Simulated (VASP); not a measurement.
# Sc: single point with PBE

The system is Sc.

```
Sc
1.0
     3.03172    0.00000    0.00000
    -1.51586    2.62555    0.00000
     0.00000    0.00000    6.27492
Sc
2
Direct
  0.33333 0.66667 0.25000
  0.66667 0.33333 0.75000
```

This cell differs from its parent crystal: ratio of the length along z to the lengths across it x 1.3, volume and fractional coordinates fixed.

```json
{
  "Program": "VASP 6.6.1",
  "Task": "single point",
  "Functional": "PBE",
  "Potentials or basis": "VASP PAW PBE potentials, release 64 (Sc_sv)",
  "Cutoff": "520 eV",
  "k mesh": "18 × 18 × 10",
  "Occupations": "gaussian, width 0.15 eV",
  "Spin": "no spin polarisation",
  "Dipole correction": "no",
  "Further INCAR settings": "ALGO = Fast; EDIFF = 1e-07; NBANDS = 18"
}
```

```json
{"Pressure": "1.1 GPa", "Band gap on the k mesh": "zero (band 11 reaches 3.95 eV, above the bottom of band 12 at 3.35 eV)"}
```

Stress tensor (GPa, compression positive):
```
  7.69   0.00   0.00
  0.00   7.69   0.00
  0.00   0.00 -12.04
```

Levels at points of the mesh, in eV from the Fermi level:
| k point | band 7 | band 8 | band 9 | band 10 | band 11 | band 12 | band 13 | band 14 | band 15 | band 16 |
| --- | --- | --- | --- | --- | --- | --- | --- | --- | --- | --- |
| (0.00, 0.00, 0.00) | -27.74 | -27.74 | -5.09 | -2.41 | -0.95 | 0.36 | 1.72 | 1.72 | 1.85 | 1.85 |
| (0.50, 0.00, 0.00) | -27.90 | -27.87 | -1.41 | -1.18 | -0.84 | 0.51 | 0.52 | 1.15 | 2.41 | 3.56 |
| (0.00, 0.00, 0.50) | -27.75 | -27.75 | -4.07 | -4.07 | -0.10 | -0.10 | 1.77 | 1.77 | 1.77 | 1.77 |
| (0.50, 0.00, 0.50) | -27.89 | -27.89 | -1.46 | -1.46 | -0.29 | -0.29 | 1.50 | 1.50 | 2.92 | 2.92 |

Wall time 3.5 min on 1 thread of Intel(R) Xeon(R) Platinum 8375C CPU @ 2.90GHz (Ice Lake), with other jobs on the host, peak memory 0.29 GiB.
